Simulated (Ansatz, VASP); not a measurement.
## Sc3W: VASP beside Ansatz

INCAR

```
SYSTEM = Sc3W
  ALGO = Normal
  EDIFF = 1E-6
  ENCUT = 500
  GGA = PE
  GGA_COMPAT = .False.
  ISIF = 2
  ISMEAR = 0
  LASPH = .True.
  LCHARG = .False.
  LREAL = .False.
  LWAVE = .False.
  NBANDS = 57
  NELM = 120
  PREC = Accurate
  SIGMA = 0.1
```

KPOINTS

```
k-points
0
Gamma
  4 4 4
  0 0 0
```

POSCAR

```
Sc3W
1.0
    5.5227106273      0.0000000000      0.0000000000
    0.0000000000      5.5227106273      0.0000000000
    0.0000000000      0.0000000000      5.5227106273
Sc W
6 2
Direct
    0.0000000000      0.5000000000      0.2500000000
    0.0000000000      0.5000000000      0.7500000000
    0.2500000000      0.0000000000      0.5000000000
    0.7500000000      1.0000000000      0.5000000000
    0.5000000000      0.7500000000      0.0000000000
    0.5000000000      0.2500000000      1.0000000000
    0.0000000000      0.0000000000      1.0000000000
    0.5000000000      0.5000000000      0.5000000000
```

Input for Ansatz:

```yaml
crystal:
  lattice:
    - [5.5227106273, 0.0, 0.0]
    - [0.0, 5.5227106273, 0.0]
    - [0.0, 0.0, 5.5227106273]
  atoms:
    - { symbol: Sc, position: [0.0, 0.5, 0.25] }
    - { symbol: Sc, position: [0.0, 0.5, 0.75] }
    - { symbol: Sc, position: [0.25, 0.0, 0.5] }
    - { symbol: Sc, position: [0.75, 1.0, 0.5] }
    - { symbol: Sc, position: [0.5, 0.75, 0.0] }
    - { symbol: Sc, position: [0.5, 0.25, 1.0] }
    - { symbol: W, position: [0.0, 0.0, 1.0] }
    - { symbol: W, position: [0.5, 0.5, 0.5] }
basis:
  ecutwfc: 420
kpoints:
  mp_grid: { grid: [4, 4, 4] }
hamiltonian:
  xc: pbe
scf:
  occupations: { method: gaussian, width: 0.1 }
output:
  forces: true
  stress: true
  eigenvalues: true
```

Alike in both runs: task single point; functional PBE; k mesh 4 × 4 × 4; occupations gaussian, width 0.1 eV; no spin polarisation.

|  | VASP | Ansatz |
| --- | --- | --- |
| version | VASP 6.6.1 | Ansatz 0.2.0 |
| potentials or method | VASP PAW PBE potentials, release 64 (Sc_sv, W_sv), cutoff 500 eV | scalar-relativistic, plane waves, PAW |
| valence electrons in the cell | 94 | 94 |

```csv
,VASP,Ansatz,Ansatz less VASP
gap on the k mesh at the Fermi level (eV),none,none,-
pressure (GPa),0.1,-0.1,-0.12
```

A gap of «none» marks a metal or a gap that the smearing closes.

Spin-orbit coupling is off throughout.
